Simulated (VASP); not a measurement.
# HfC (I4/mmm) in VASP: further runs, part 3 of 3

VASP 6.6.1. Earlier steps stand in the parts before.

## (5) Electric field gradients, PBE (equal xx and yy strain of +3 %)

File INCAR:

```
PREC = Accurate
ENCUT = 520
EDIFF = 1E-8
ISMEAR = -1
SIGMA = 0.05
LREAL = F
LASPH = T
NELM = 80
ALGO = Normal
ISIF = 2
LWAVE = F
LCHARG = F
GGA = PE
LEFG = T
NBANDS = 14
```

File KPOINTS:

```
regular mesh
0
Gamma
  15 15 15
```

File POSCAR:

```
HfC
1.0
    0.0000000000      2.3947500000      2.3250000000
    2.3947500000      0.0000000000      2.3250000000
    2.3947500000      2.3947500000      0.0000000000
Hf C
1 1
Direct
    0.5000000000      0.5000000000      0.5000000000
    0.0000000000      0.0000000000      0.0000000000
```

Potentials or basis: VASP PAW PBE potentials, release 64 (Hf_pv, C).

Started as:

```bash
$ cat potpaw_PBE.64/Hf_pv/POTCAR potpaw_PBE.64/C/POTCAR > POTCAR
$ mpirun -np 1 vasp_std > vasp.out
```

OUTCAR:

```text
PREC = Accurate
   ENCUT = 520
   EDIFF = 1E-8
   ISMEAR = -1
   LREAL = F
   LASPH = T
   NELM = 80
   ISIF = 2
   GGA = PE

 ion  position               nearest neighbor table
   1  0.500  0.500  0.500-   2 2.33   2 2.33   2 2.39   2 2.39   2 2.39   2 2.39
   2  0.000  0.000  0.000-   1 2.33   1 2.33   1 2.39   1 2.39   1 2.39   1 2.39

  LATTYP: Found a body centered tetragonal cell.
 ALAT       =     3.3866879285
 C/A-ratio  =     1.3730228761

  Lattice vectors:

 A1 = (   0.0000000000,  -2.3947500000,  -2.3250000000)
 A2 = (   0.0000000000,   2.3947500000,  -2.3250000000)
 A3 = (   2.3947500000,   0.0000000000,   2.3250000000)

Analysis of symmetry for initial positions (statically):
=====================================================================
 Subroutine PRICEL returns:
 Original cell was already a primitive cell.

 Routine SETGRP: Setting up the symmetry group for a
 body centered tetragonal supercell.

 Subroutine GETGRP returns: Found 16 space group operations
 (whereof 16 operations were pure point group operations)
 out of a pool of 16 trial point group operations.

The static configuration has the point symmetry D_4h.

Analysis of symmetry for dynamics (positions and initial velocities):
=====================================================================
 Subroutine PRICEL returns:
 Original cell was already a primitive cell.

 Routine SETGRP: Setting up the symmetry group for a
 body centered tetragonal supercell.

 Subroutine GETGRP returns: Found 16 space group operations
 (whereof 16 operations were pure point group operations)
 out of a pool of 16 trial point group operations.

The dynamic configuration has the point symmetry D_4h.

 Subroutine INISYM returns: Found 16 space group operations
 (whereof 16 operations are pure point group operations),
 and found     1 'primitive' translations

----------------------------------------------------------------------------------------

                                     Primitive cell

  volume of cell :      26.6669

  direct lattice vectors                    reciprocal lattice vectors
     0.000000000  2.394750000  2.325000000    -0.208790062  0.208790062  0.215053763
     2.394750000  0.000000000  2.325000000     0.208790062 -0.208790062  0.215053763
     2.394750000  2.394750000  0.000000000     0.208790062  0.208790062 -0.215053763

  length of vectors
     3.337731649  3.337731649  3.386687928     0.365287148  0.365287148  0.365287148

  position of ions in fractional coordinates (direct lattice)
     0.500000000  0.500000000  0.500000000
     0.000000000  0.000000000  0.000000000

  ion indices of the primitive-cell ions
   primitive index   ion index
                 1           1
                 2           2

----------------------------------------------------------------------------------------

 KPOINTS: regular mesh

Automatic generation of k-mesh.
[... 78 lines left out ...]
   NUPDOWN=      -1.0000    fix difference up-down
   EMIN   =  10.00;   EMAX   =-10.00  energy-range for DOS
   EFERMI =   0.00;   METHOD = LEGACY
   ISMEAR =    -1;   SIGMA  =   0.05  broadening in eV -4-tet -1-fermi 0-gaus
   EFERMI_NEDOS =   21; number of points for ismear=-14 and -15
   IALGO  =     38    algorithm
   IMIX   =      4    mixing-type and parameters
     AMIX     =   0.40;   BMIX     =  1.00
     AMIX_MAG =   1.60;   BMIX_MAG =  1.00
  volume/ion in A,a.u.               =      13.33        89.98
  Fermi-wavevector in a.u.,A,eV,Ry     =   1.320666  2.495697 23.730728  1.744159
  Thomas-Fermi vector in A             =   2.450476
   LORBIT       =      0    0 simple, 1 ext, 2 COOP (PROOUT), +10 PAW based schemes
   GGA     = PE    functional components
   LHFCALC =     F    Hartree Fock is set to
   AEXX    =    0.0000 exact exchange contribution
   IVDW    =     0    specifies the selected vdW correction
   LEPSILON=     F    determine dielectric tensor
   LRPA    =     F    only Hartree local field effects (RPA)
 non-spin polarized calculation
  energy-cutoff  :      520.00
  volume of cell :       26.67
 maximum number of plane-waves:       740
 NGX is ok and might be reduce to    28
   NGX = 13   NGY = 13   NGZ = 13

 number of electron      14.0000000 magnetization

 Free energy of the ion-electron system (eV)
  ---------------------------------------------------
  ext. energy  EPLUGINS =         0.00000000
  ---------------------------------------------------
  free energy    TOTEN  =       -20.96493207 eV

  energy without entropy =      -20.96238016  energy(sigma->0) =      -20.96365612

 E-fermi :   5.4972     XC(G=0): -11.9943

 val. band max:        5.4566038571   @ k =  -0.0667   0.0000   0.0667
 cond. band min:       5.4978384697   @ k =   0.0667   0.0667   0.0000
 fundamental gap:      0.0412346126
 Fermi energy:         5.4972073674

 k-point     1 :       0.0000    0.0000    0.0000
  band No.  band energies     occupation
      1     -24.3637      2.00000
      2     -24.3637      2.00000
      3     -24.3209      2.00000
      4      -6.5045      2.00000
      5       6.4351      0.00000
      6       6.4351      0.00000
      7       6.5610      0.00000
      8       6.7831      0.00000
      9       6.7831      0.00000
     10       7.0718      0.00000
     11       8.5295      0.00000
     12       8.8043      0.00000
     13      11.7607      0.00000
     14      16.3443      0.00000
[... 377 lines left out ...]
      1     -24.4884      2.00000
      2     -24.4144      2.00000
      3     -24.3946      2.00000
      4      -5.6196      2.00000
      5       3.1742      2.00000
      6       4.7635      2.00000
      7       4.9559      1.99996
      8       6.3263      0.00000
      9       8.8027      0.00000
     10       9.1908      0.00000
     11       9.7667      0.00000
     12      10.9428      0.00000
     13      14.9632      0.00000
     14      18.6970      0.00000

 [... further k-points ...]
[... 5 lines left out ...]
  --------------------------------------------------------------------------------------
  -------------------------------------------------------------------------------------
  Total       -2.6089185     -2.6089185     -1.0523246      0.0000000     -0.0000000     -0.0000000
  in kB     -156.7464726   -156.7464726    -63.2247317      0.0000000     -0.0000000     -0.0000000
  external PRESSURE =    -125.5725590 kB  Pullay stress =       0.0000000 kB

 VOLUME and BASIS-vectors are now :
 -----------------------------------------------------------------------------
  energy-cutoff  :      520.00
  volume of cell :       26.67
      direct lattice vectors                 reciprocal lattice vectors
     0.000000000  2.394750000  2.325000000    -0.208790062  0.208790062  0.215053763
     2.394750000  0.000000000  2.325000000     0.208790062 -0.208790062  0.215053763
     2.394750000  2.394750000  0.000000000     0.208790062  0.208790062 -0.215053763

 POSITION                                       TOTAL-FORCE (eV/Angst)
 -----------------------------------------------------------------------------------
      2.39475      2.39475      2.32500        -0.000000     -0.000000     -0.000000
      0.00000      0.00000      0.00000         0.000000      0.000000      0.000000
 -----------------------------------------------------------------------------------
    total drift:                                0.000000      0.000000      0.000000

  FREE ENERGIE OF THE ION-ELECTRON SYSTEM (eV)
  ---------------------------------------------------
  free  energy   TOTEN  =       -20.9649320693 eV

  energy  without entropy=      -20.9623801620  energy(sigma->0) =      -20.96365612

 Electric field gradients (V/A^2)
---------------------------------------------------------------------
 ion       V_xx      V_yy      V_zz      V_xy      V_xz      V_yz
---------------------------------------------------------------------
   1      45.400    45.400   -90.800     0.000    -0.000    -0.000
   2       2.229     2.229    -4.457    -0.000    -0.000    -0.000
---------------------------------------------------------------------

 Electric field gradients after diagonalization (V/A^2)
 (convention: |V_zz| > |V_xx| > |V_yy|)
----------------------------------------------------------------------
 ion       V_xx      V_yy      V_zz     asymmetry (V_yy - V_xx)/ V_zz
----------------------------------------------------------------------
   1      45.400    45.400   -90.800       0.000
   2       2.229     2.228    -4.457       0.000
----------------------------------------------------------------------

           NMR quadrupolar parameters

 Cq : quadrupolar parameter    Cq=e*Q*V_zz/h
 eta: asymmetry parameters     (V_yy - V_xx)/ V_zz
 Q  : nuclear electric quadrupole moment in mb (millibarn)
----------------------------------------------------------------------
 ion       Cq(MHz)       eta       Q (mb)
----------------------------------------------------------------------
   1      -0.220       0.000       1.000
   2      -0.011       0.000       1.000
----------------------------------------------------------------------
```

OSZICAR:

```text
N       E                     dE             d eps       ncg     rms          rms(c)
DAV:   1     0.226559176654E+02    0.22656E+02   -0.76467E+03  8080   0.974E+02
DAV:   2    -0.226312360382E+02   -0.45287E+02   -0.42395E+02 10508   0.198E+02
DAV:   3    -0.242132373896E+02   -0.15820E+01   -0.15765E+01  9708   0.268E+01
DAV:   4    -0.242209314691E+02   -0.76941E-02   -0.76936E-02  9332   0.232E+00
DAV:   5    -0.242209835910E+02   -0.52122E-04   -0.52122E-04  9796   0.172E-01    0.514E+01
DAV:   6    -0.210626885202E+02    0.31583E+01   -0.12503E+01  8784   0.182E+01    0.378E+01
DAV:   7    -0.209851838551E+02    0.77505E-01   -0.60578E-01  9918   0.532E+00    0.244E+01
DAV:   8    -0.209747680301E+02    0.10416E-01   -0.10933E-01  9270   0.259E+00    0.744E+00
DAV:   9    -0.209651706327E+02    0.95974E-02   -0.31158E-02  9060   0.108E+00    0.213E+00
DAV:  10    -0.209649363660E+02    0.23427E-03   -0.16319E-03 10118   0.295E-01    0.860E-02
DAV:  11    -0.209649323451E+02    0.40209E-05   -0.86462E-05  9402   0.749E-02    0.211E-02
DAV:  12    -0.209649323280E+02    0.17106E-07   -0.35317E-06 10242   0.162E-02    0.152E-02
DAV:  13    -0.209649320660E+02    0.26207E-06   -0.24264E-07  9548   0.367E-03    0.937E-04
DAV:  14    -0.209649320411E+02    0.24865E-07   -0.21085E-08  9810   0.120E-03    0.805E-04
DAV:  15    -0.209649320643E+02   -0.23165E-07   -0.26724E-09  5544   0.439E-04    0.702E-05
DAV:  16    -0.209649320693E+02   -0.50024E-08   -0.51499E-10  5196   0.185E-04
   1 F= -.20964932E+02 E0= -.20963656E+02  d E =-.255191E-02
```

stdout:

```text
POSCAR found type information on POSCAR HfC
 POSCAR found :  2 types and       2 ions
 scaLAPACK will be used
 LDA part: xc-table for (Slater+PW92), standard interpolation
 POSCAR, INCAR and KPOINTS ok, starting setup
 FFT: planning ... GRIDC
 FFT: planning ... GRID_SOFT
 FFT: planning ... GRID
 WAVECAR not read
 entering main loop
ion   1

ion   2
```

It took 76 s on 1 thread of AMD EPYC 9R45 (Zen 5), shared host; peak memory 0.22 GiB.

What came out:

```yaml
Free_energy: -20.9649 eV
Pressure: -12.6 GPa
Band_gap_on_the_k_mesh: zero (band 7 reaches 6.56 eV, above the bottom of band 8 at 4.98 eV)
```

Electric field gradients, principal values (V/Å²):
| atom | least | middle | greatest (by size) |
| --- | --- | --- | --- |
| 1 Hf | 45.400 | 45.400 | -90.800 |
| 2 C | 2.228 | 2.229 | -4.457 |

Caveat: the cell differs from its parent crystal (equal xx and yy strain of +3 %); without QUAD_EFG the Cq values of the log hold for a quadrupole moment of 1 mb, not for the nuclei; spin-orbit coupling is left out, which moves the levels of the heavy elements.

## (6) Electric field gradients, PBE (equal xx and yy strain of +3 %)

File INCAR:

```
SYSTEM = HfC
PREC     = Accurate       ! precision mode
ENCUT    = 520            ! plane-wave cutoff, eV
EDIFF    = 1E-8           ! SCF threshold, eV
ISMEAR   = -1             ! smearing method
SIGMA    = 0.05           ! smearing width, eV
LREAL    = .False.        ! projectors in reciprocal space
LASPH    = .True.         ! aspherical terms in the spheres
NELM     = 100            ! most SCF steps
ALGO     = Normal         ! electronic algorithm
ISIF     = 2              ! what is computed and relaxed
LWAVE    = .False.        ! write WAVECAR
LCHARG   = .False.        ! write CHGCAR
GGA      = PE             ! functional
LEFG     = .True.       
NBANDS   = 14             ! bands
```

File KPOINTS:

```
Automatic mesh
0
Gamma
  15 15 15
  0 0 0
```

POSCAR is that of step 5.

Potentials or basis: VASP PAW PBE potentials, release 64 (Hf_pv, C).

Started as:

```bash
$ cat potpaw_PBE.64/Hf_pv/POTCAR potpaw_PBE.64/C/POTCAR > POTCAR
$ mpirun -np 1 vasp_std > vasp.out
```

OUTCAR:

```text
SYSTEM = HfC
   PREC = Accurate
   ENCUT = 520
   EDIFF = 1E-8
   ISMEAR = -1
   LREAL = .False.
   LASPH = .True.
   NELM = 100
   ISIF = 2
   GGA = PE

 ion  position               nearest neighbor table
   1  0.500  0.500  0.500-   2 2.33   2 2.33   2 2.39   2 2.39   2 2.39   2 2.39
   2  0.000  0.000  0.000-   1 2.33   1 2.33   1 2.39   1 2.39   1 2.39   1 2.39

  LATTYP: Found a body centered tetragonal cell.
 ALAT       =     3.3866879285
 C/A-ratio  =     1.3730228761

  Lattice vectors:

[... 622 lines left out ...]
  ---------------------------------------------------
  free  energy   TOTEN  =       -20.9649320693 eV

  energy  without entropy=      -20.9623801620  energy(sigma->0) =      -20.96365612

 Electric field gradients (V/A^2)
---------------------------------------------------------------------
 ion       V_xx      V_yy      V_zz      V_xy      V_xz      V_yz
---------------------------------------------------------------------
   1      45.400    45.400   -90.800     0.000    -0.000    -0.000
   2       2.229     2.229    -4.457    -0.000    -0.000    -0.000
---------------------------------------------------------------------

 Electric field gradients after diagonalization (V/A^2)
 (convention: |V_zz| > |V_xx| > |V_yy|)
----------------------------------------------------------------------
 ion       V_xx      V_yy      V_zz     asymmetry (V_yy - V_xx)/ V_zz
----------------------------------------------------------------------
   1      45.400    45.400   -90.800       0.000
   2       2.229     2.228    -4.457       0.000
----------------------------------------------------------------------

           NMR quadrupolar parameters

 Cq : quadrupolar parameter    Cq=e*Q*V_zz/h
 eta: asymmetry parameters     (V_yy - V_xx)/ V_zz
 Q  : nuclear electric quadrupole moment in mb (millibarn)
----------------------------------------------------------------------
 ion       Cq(MHz)       eta       Q (mb)
----------------------------------------------------------------------
   1      -0.220       0.000       1.000
   2      -0.011       0.000       1.000
----------------------------------------------------------------------
```

stdout:

```text
POSCAR found type information on POSCAR HfC
 POSCAR found :  2 types and       2 ions
 scaLAPACK will be used
 LDA part: xc-table for (Slater+PW92), standard interpolation
 POSCAR, INCAR and KPOINTS ok, starting setup
 FFT: planning ... GRIDC
 FFT: planning ... GRID_SOFT
 FFT: planning ... GRID
 WAVECAR not read
 entering main loop
ion   1

ion   2
```

It took 72 s on 1 thread of AMD EPYC 9R45 (Zen 5), shared host; peak memory 0.22 GiB.

Results:

| Item | Value |
| --- | --- |
| Free energy | -20.9649 eV |
| Pressure | -12.6 GPa |
| Band gap on the k mesh | zero (band 7 reaches 6.56 eV, above the bottom of band 8 at 4.98 eV) |

Stress tensor (GPa, compression positive):
```
-15.67   0.00   0.00
  0.00 -15.67   0.00
  0.00   0.00  -6.32
```

Electric field gradients, principal values (V/Å²):
| atom | least | middle | greatest (by size) |
| --- | --- | --- | --- |
| 1 Hf | 45.400 | 45.400 | -90.800 |
| 2 C | 2.228 | 2.229 | -4.457 |

Caveat: the cell differs from its parent crystal (equal xx and yy strain of +3 %); without QUAD_EFG the Cq values of the log hold for a quadrupole moment of 1 mb, not for the nuclei; spin-orbit coupling is left out, which moves the levels of the heavy elements.

## (7) Overview

| cell | gap on the mesh (eV) | pressure (GPa) |
| --- | --- | --- |
| a = 3.239, b = 3.239, c = 3.189 Å, angles 60.5, 60.5, 59.0°, 2 atoms | none | 16.4 |
| a = 3.239, b = 3.239, c = 3.288 Å, angles 59.5, 59.5, 61.0°, 2 atoms | none | 7.7 |
| a = 3.305, b = 3.305, c = 3.321 Å, angles 59.8, 59.8, 60.3°, 2 atoms | none | -4.9 |
| a = 3.338, b = 3.338, c = 3.387 Å, angles 59.5, 59.5, 61.0°, 2 atoms | none | -12.6 |

Alike in all rows: task electric field gradients; level PBE; potentials or basis VASP PAW PBE potentials, release 64 (Hf_pv, C); no spin polarisation; k mesh 15 × 15 × 15; cutoff (eV) 520; smearing fermi-dirac 0.05 eV.

Caveats: spin-orbit coupling is left out, which moves the levels of the heavy elements.

Absolute energies hang on the potentials; compare differences alone.
